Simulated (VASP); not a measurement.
# Cu (Cmcm) in VASP: a series of runs

Cu is run at these levels: PBEsol; tasks: single point.

Everything below comes from runs of VASP 6.6.1. Logs are shortened: lines on timing, memory, paths and dates and some standing lists are left out, and cuts for length are marked.

## 1. The cell of the first run

Symmetry: Cmcm, No. 63, orthorhombic system. The conventional cell has a = 2.496 Å, b = 8.147 Å, c = 2.536 Å, α = 90.00°, β = 90.00°, γ = 90.00°. Within 3.3 Å of Cu (site symmetry m2m) lie 10 Cu at 2.50 to 2.60 Å.

## 2. Single point, PBEsol

INCAR

```
ALGO = Normal
EDIFF = 1E-7
ENCUT = 520
GGA = PS
ISIF = 2
ISMEAR = -1
LASPH = T
LCHARG = F
LREAL = F
LWAVE = F
NBANDS = 18
NELM = 80
PREC = Accurate
SIGMA = 0.1
```

KPOINTS

```
k-points
0
Gamma
  12 12 12
```

POSCAR

```
Cu
1.0
    1.2481942868     -4.0734008568      0.0000000000
    1.2481942868      4.0734008568      0.0000000000
    0.0000000000      0.0000000000      2.5358976253
Cu
2
Direct
    0.1338670000      0.8661330000      0.2500000000
    0.8661330000      0.1338670000      0.7500000000
```

Potentials or basis: VASP PAW PBE potentials, release 64 (Cu).

Command:

```
> cat potpaw_PBE.64/Cu/POTCAR > POTCAR
> mpirun -np 1 vasp_std > vasp.out
```

OUTCAR:

```text
EDIFF = 1E-7
   ENCUT = 520
   GGA = PS
   ISIF = 2
   ISMEAR = -1
   LASPH = T
   LREAL = F
   NELM = 80
   PREC = Accurate

 ion  position               nearest neighbor table
   1  0.134  0.866  0.250-   2 2.52   2 2.52   2 2.60   2 2.60   2 2.60   2 2.60
   2  0.866  0.134  0.750-   1 2.52   1 2.52   1 2.60   1 2.60   1 2.60   1 2.60

  LATTYP: Found a base centered orthorhombic cell.
 ALAT       =     2.4963885736
 B/A-ratio  =     3.2634349475
 C/A-ratio  =     1.0158264832

  Lattice vectors:

 A1 = (   1.2481942868,  -4.0734008568,   0.0000000000)
 A2 = (   1.2481942868,   4.0734008568,   0.0000000000)
 A3 = (   0.0000000000,   0.0000000000,   2.5358976253)

Analysis of symmetry for initial positions (statically):
=====================================================================
 Subroutine PRICEL returns:
 Original cell was already a primitive cell.

 Routine SETGRP: Setting up the symmetry group for a
 base centered orthorhombic supercell.

 Subroutine GETGRP returns: Found  8 space group operations
 (whereof  4 operations were pure point group operations)
 out of a pool of  8 trial point group operations.

The static configuration has the point symmetry C_2h.
 The point group associated with its full space group is D_2h.

Analysis of symmetry for dynamics (positions and initial velocities):
=====================================================================
 Subroutine PRICEL returns:
 Original cell was already a primitive cell.

 Routine SETGRP: Setting up the symmetry group for a
 base centered orthorhombic supercell.

 Subroutine GETGRP returns: Found  8 space group operations
 (whereof  4 operations were pure point group operations)
 out of a pool of  8 trial point group operations.

The dynamic configuration has the point symmetry C_2h.
 The point group associated with its full space group is D_2h.

 Subroutine INISYM returns: Found  8 space group operations
 (whereof  4 operations are pure point group operations),
 and found     1 'primitive' translations

----------------------------------------------------------------------------------------

                                     Primitive cell

  volume of cell :      25.7870

  direct lattice vectors                    reciprocal lattice vectors
     1.248194287 -4.073400857  0.000000000     0.400578664 -0.122747556  0.000000000
     1.248194287  4.073400857  0.000000000     0.400578664  0.122747556  0.000000000
     0.000000000  0.000000000  2.535897625     0.000000000  0.000000000  0.394337685

  length of vectors
     4.260350164  4.260350164  2.535897625     0.418963278  0.418963278  0.394337685

  position of ions in fractional coordinates (direct lattice)
     0.133867000  0.866133000  0.250000000
     0.866133000  0.133867000  0.750000000

  ion indices of the primitive-cell ions
   primitive index   ion index
                 1           1
                 2           2

----------------------------------------------------------------------------------------

 KPOINTS: k-points

Automatic generation of k-mesh.
 Grid dimensions read from file:
 generate k-points for:   12   12   12

 Generating k-lattice:

  Cartesian coordinates                     Fractional coordinates (reciprocal lattice)
     0.033381555 -0.010228963  0.000000000     0.083333333  0.000000000  0.000000000
     0.033381555  0.010228963  0.000000000     0.000000000  0.083333333  0.000000000
     0.000000000  0.000000000  0.032861474     0.000000000  0.000000000  0.083333333

  Length of vectors
     0.034913607  0.034913607  0.032861474

  Shift w.r.t. Gamma in fractional coordinates (k-lattice)
     0.000000000  0.000000000  0.000000000

 Subroutine IBZKPT returns following result:
 ===========================================

 Found    301 irreducible k-points:

 Following reciprocal coordinates:
            Coordinates               Weight
  0.000000  0.000000  0.000000      1.000000
  0.083333  0.000000  0.000000      4.000000
  0.166667  0.000000  0.000000      4.000000
  0.250000  0.000000  0.000000      4.000000
  0.333333  0.000000  0.000000      4.000000
  0.416667  0.000000  0.000000      4.000000
[... 16 lines left out ...]
  0.500000  0.166667  0.000000      4.000000
 -0.416667  0.166667  0.000000      4.000000
 [... further k-points ...]
   k-points           NKPTS =    301   k-points in BZ     NKDIM =    301   number of bands    NBANDS=     18
   number of dos      NEDOS =    301   number of ions     NIONS =      2
   total plane-waves  NPLWV =  20480
   dimension x,y,z NGX =    32 NGY =   32 NGZ =   20
   dimension x,y,z NGXF=    64 NGYF=   64 NGZF=   40
   ions per type =               2
   NGX,Y,Z   is equivalent  to a cutoff of  12.49, 12.49, 13.11 a.u.
   NGXF,Y,Z  is equivalent  to a cutoff of  24.97, 24.97, 26.22 a.u.
 SYSTEM =  unknown system
   PREC   = accura    normal or accurate (medium, high low for compatibility)
   ISTART =      0    job   : 0-new  1-cont  2-samecut
   ICHARG =      2    charge: 1-file 2-atom 10-const
   ISPIN  =      1    spin polarized calculation?
   LNONCOLLINEAR =      F non collinear calculations
   LSORBIT =      F    spin-orbit coupling
   LASPH  =      T    aspherical Exc in radial PAW
   ENCUT  =  520.0 eV  38.22 Ry    6.18 a.u.   7.92  7.92  4.72*2*pi/ulx,y,z
   NELM   =     80;   NELMIN=  2; NELMDL= -5     # of ELM steps
   EDIFF  = 0.1E-06   stopping-criterion for ELM
   LREAL  =      F    real-space projection
   EDIFFG = 0.1E-05   stopping-criterion for IOM
   NSW    =      0    number of steps for IOM
   IBRION =     -1    ionic relax: 0-MD 1-quasi-New 2-CG
   NFREE  =      0    steps in history (QN), initial steepest desc. (CG)
   ISIF   =      2    stress and relaxation
   ISYM   =      2    0-nonsym 1-usesym 2-fastsym
   POTIM  = 0.5000    time-step for ionic-motion
   TEBEG  =    0.0;   TEEND  =   0.0 temperature during run
   PSTRESS=    0.0 pullay stress
   NELECT =      22.0000    total number of electrons
   NUPDOWN=      -1.0000    fix difference up-down
   EMIN   =  10.00;   EMAX   =-10.00  energy-range for DOS
   EFERMI =   0.00;   METHOD = LEGACY
   ISMEAR =    -1;   SIGMA  =   0.10  broadening in eV -4-tet -1-fermi 0-gaus
   EFERMI_NEDOS =   21; number of points for ismear=-14 and -15
   IALGO  =     38    algorithm
   IMIX   =      4    mixing-type and parameters
     AMIX     =   0.40;   BMIX     =  1.00
     AMIX_MAG =   1.60;   BMIX_MAG =  1.00
  volume/ion in A,a.u.               =      12.89        87.01
  Fermi-wavevector in a.u.,A,eV,Ry     =   1.552680  2.934140 32.801144  2.410816
  Thomas-Fermi vector in A             =   2.657021
   LORBIT       =      0    0 simple, 1 ext, 2 COOP (PROOUT), +10 PAW based schemes
   GGA     = PS    functional components
   LHFCALC =     F    Hartree Fock is set to
   AEXX    =    0.0000 exact exchange contribution
   IVDW    =     0    specifies the selected vdW correction
   LEPSILON=     F    determine dielectric tensor
   LRPA    =     F    only Hartree local field effects (RPA)
 non-spin polarized calculation
  energy-cutoff  :      520.00
  volume of cell :       25.79
 maximum number of plane-waves:       715
   NGX = 15   NGY = 15   NGZ =  9

 number of electron      21.9999976 magnetization

 Free energy of the ion-electron system (eV)
  ---------------------------------------------------
  ext. energy  EPLUGINS =         0.00000000
  ---------------------------------------------------
  free energy    TOTEN  =        -8.24719018 eV

  energy without entropy =       -8.22589078  energy(sigma->0) =       -8.23654048

 E-fermi :   6.3415     XC(G=0): -12.3710

 val. band max:        6.3405643981   @ k =  -0.2500   0.1667   0.5000
 cond. band min:       6.3754707142   @ k =   0.5000   0.3333   0.3333
 fundamental gap:      0.0349063160
 Fermi energy:         6.3414979586

 k-point     1 :       0.0000    0.0000    0.0000
  band No.  band energies     occupation
      1      -2.3882      2.00000
      2       1.7842      2.00000
      3       2.4763      2.00000
      4       2.9073      2.00000
      5       3.5470      2.00000
      6       3.7841      2.00000
[... 10 lines left out ...]
     17      25.0887      0.00000
     18      27.0482      0.00000

 k-point     2 :       0.0833    0.0000    0.0000
  band No.  band energies     occupation
      1      -2.1979      2.00000
      2       1.8540      2.00000
      3       2.5443      2.00000
      4       2.9695      2.00000
      5       3.5674      2.00000
      6       3.7776      2.00000
[... 10 lines left out ...]
     17      25.6049      0.00000
     18      28.9584      0.00000

 k-point     3 :       0.1667    0.0000    0.0000
  band No.  band energies     occupation
      1      -1.6397      2.00000
      2       2.0275      2.00000
      3       2.7288      2.00000
      4       3.1344      2.00000
      5       3.5932      2.00000
      6       3.6219      2.00000
[... 10 lines left out ...]
     17      25.9071      0.00000
     18      29.3894      0.00000

 k-point     4 :       0.2500    0.0000    0.0000
  band No.  band energies     occupation
      1      -0.7604      2.00000
      2       2.2150      2.00000
      3       2.9439      2.00000
      4       3.0372      2.00000
      5       3.5281      2.00000
      6       3.6900      2.00000
[... 375 lines left out ...]
      4       3.3747      2.00000
      5       3.4120      2.00000
      6       3.7624      2.00000
[... 10 lines left out ...]
     17      27.0118      0.00000
     18      27.2236      0.00000

 k-point    23 :       0.5000    0.1667    0.0000
  band No.  band energies     occupation
      1       0.8435      2.00000
      2       1.9976      2.00000
      3       2.9996      2.00000
      4       3.1412      2.00000
      5       3.4446      2.00000
      6       3.8338      2.00000
[... 10 lines left out ...]
     17      25.1674      0.00000
     18      26.9770      0.00000

 k-point    24 :      -0.4167    0.1667    0.0000
  band No.  band energies     occupation
      1      -0.1928      2.00000
      2       1.9787      2.00000
      3       2.8193      2.00000
      4       3.0425      2.00000
      5       3.4276      2.00000
      6       3.8290      2.00000
[... 10 lines left out ...]
     17      26.0097      0.00000
     18      26.8491      0.00000

 [... further k-points ...]
[... 5 lines left out ...]
  --------------------------------------------------------------------------------------
  -------------------------------------------------------------------------------------
  Total       -1.4796475     -1.6467654     -1.5415109      0.0000000      0.0000000      0.0000000
  in kB      -91.9322296   -102.3154595    -95.7758772      0.0000000      0.0000000      0.0000000
  external PRESSURE =     -96.6745221 kB  Pullay stress =       0.0000000 kB

 VOLUME and BASIS-vectors are now :
 -----------------------------------------------------------------------------
  energy-cutoff  :      520.00
  volume of cell :       25.79
      direct lattice vectors                 reciprocal lattice vectors
     1.248194287 -4.073400857  0.000000000     0.400578664 -0.122747556  0.000000000
     1.248194287  4.073400857  0.000000000     0.400578664  0.122747556  0.000000000
     0.000000000  0.000000000  2.535897625     0.000000000  0.000000000  0.394337685

 POSITION                                       TOTAL-FORCE (eV/Angst)
 -----------------------------------------------------------------------------------
      1.24819      2.98281      0.63397         0.000000     -0.088929     -0.000000
      1.24819     -2.98281      1.90192         0.000000      0.088929      0.000000
 -----------------------------------------------------------------------------------
    total drift:                                0.000000     -0.000000      0.000000

  FREE ENERGIE OF THE ION-ELECTRON SYSTEM (eV)
  ---------------------------------------------------
  free  energy   TOTEN  =        -8.2471901840 eV

  energy  without entropy=       -8.2258907839  energy(sigma->0) =       -8.23654048
```

Wall time 50 s (1 thread of Intel Xeon 6975P-C (Granite Rapids), shared host); peak memory 0.23 GiB.

Results:

| Item | Value |
| --- | --- |
| Free energy | -8.2472 eV |
| Pressure | -9.7 GPa |
| Largest force | 0.089 eV/Å |
| Band gap on the k mesh | zero (bands 11 and 12 overlap by 5.34 eV) |

Forces on the atoms (eV/Å):
```
Cu   0.000 -0.089  0.000
Cu   0.000  0.089  0.000
```

Caveat: the cell stands under tension; the PAW data sets were made with another functional, which shifts forces and pressure a little.

## 3. Single point, PBEsol

This run uses another cell than the first one, of 13.19 Å³/atom.

INCAR

```
SYSTEM = Cu
PREC = Accurate
ENCUT = 520
EDIFF = 1E-6
ISMEAR = -1
SIGMA = 0.1
LREAL = .FALSE.
LASPH = .TRUE.
NELM = 60
ALGO = Normal
ISIF = 2
LWAVE = .FALSE.
LCHARG = .FALSE.
GGA = PS
NBANDS = 18
```

KPOINTS

```
regular mesh
0
G
  12 12 12
  0 0 0
```

POSCAR

```
Cu
1.0
    1.2577961586     -4.1047359409      0.0000000000
    1.2577961586      4.1047359409      0.0000000000
    0.0000000000      0.0000000000      2.5554052967
Cu
2
Direct
    0.1338670000      0.8661330000      0.2500000000
    0.8661330000      0.1338670000      0.7500000000
```

Potentials or basis: VASP PAW PBE potentials, release 64 (Cu).

Command:

```
> cat potpaw_PBE.64/Cu/POTCAR > POTCAR
> mpirun -np 1 vasp_std > vasp.out
```

It took 48 s on 1 thread of Intel Xeon 6975P-C (Granite Rapids), shared host; peak memory 0.24 GiB.

The run converged. Its results:

```yaml
Free_energy: -8.2073 eV
Pressure: -11.7 GPa
Largest_force: 0.110 eV/Å
Band_gap_on_the_k_mesh: zero (bands 11 and 12 overlap by 5.28 eV)
```

Forces in eV/Å, atoms in the order of the input:
```
Cu   0.000 -0.110  0.000
Cu   0.000  0.110  0.000
```

Stress tensor (GPa, compression positive):
```
-11.11   0.00   0.00
  0.00 -12.33   0.00
  0.00   0.00 -11.68
```

Levels at points of the mesh, in eV from the Fermi level:
```csv
k point,band 7,band 8,band 9,band 10,band 11,band 12,band 13,band 14,band 15,band 16
"(0.00, 0.00, 0.00)",-2.13,-1.86,-1.70,-1.58,-1.37,0.12,4.30,13.91,17.28,18.15
"(0.50, 0.00, 0.00)",-2.44,-2.27,-1.95,-1.55,-0.43,1.10,2.43,6.30,12.12,14.72
"(0.50, 0.50, 0.00)",-2.34,-2.11,-2.09,-1.78,-1.50,-1.44,12.81,14.37,14.69,16.55
"(0.00, 0.00, 0.50)",-2.46,-2.46,-1.60,-1.60,-0.05,-0.05,7.70,7.70,8.75,8.75
"(0.50, 0.00, 0.50)",-1.68,-1.68,-1.22,-1.22,3.56,3.56,6.98,6.98,9.03,9.03
"(0.50, 0.50, 0.50)",-1.83,-1.83,-1.45,-1.45,-0.71,-0.71,3.26,3.26,16.89,16.89
```

Caveat: the cell stands under tension; the PAW data sets were made with another functional, which shifts forces and pressure a little.
